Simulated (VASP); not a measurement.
Input of a VASP 6.6.1 run:

The input INCAR:

```
ALGO     = Normal         # electronic algorithm
EDIFF    = 1E-6           # SCF threshold, eV
EDIFFG   = -0.05          # ionic threshold
ENCUT    = 600            # plane-wave cutoff, eV
GGA      = PE             # functional
IBRION   = 2              # ionic algorithm
ISIF     = 3              # what is computed and relaxed
ISMEAR   = 0              # smearing method
LASPH    = T              # aspherical terms in the spheres
LCHARG   = F              # write CHGCAR
LREAL    = F              # projectors in reciprocal space
LWAVE    = F              # write WAVECAR
NELM     = 60             # most SCF steps
NSW      = 100            # ionic steps
PREC     = Accurate       # precision mode
SIGMA    = 0.1            # smearing width, eV
```

KPOINTS

```
k-points
0
Gamma
  8 8 8
```

Contents of POSCAR:

```
SbSe
1.0
    0.0000000000      2.4966129032      2.4966129032
    2.4966129032      0.0000000000      2.4966129032
    2.4966129032      2.4966129032      0.0000000000
Sb Se
1 1
Direct
    0.0000000000      0.0000000000      0.0000000000
    0.5000000000      0.5000000000      0.5000000000
```

Potentials or basis: VASP PAW PBE potentials, release 64 (Sb, Se).

The run is started by

```sh
$ cat potpaw_PBE.64/Sb/POTCAR potpaw_PBE.64/Se/POTCAR > POTCAR
$ mpirun -np 1 vasp_std > vasp.out
```

(1) What does it give for the space group after relaxing (to 0.05 Å)?

(2) What does it give for the relaxed cell?

(3) Predict the relaxed volume.

Answers

(1) Fm-3m (No. 225).

(2) a = 4.241 Å, b = 4.241 Å, c = 4.241 Å, α = 60.00°, β = 60.00°, γ = 60.00°.

(3) 26.97 Å³/atom.

Caveat: the volume moved by over 15 % at a fixed basis, so the end points are rough.
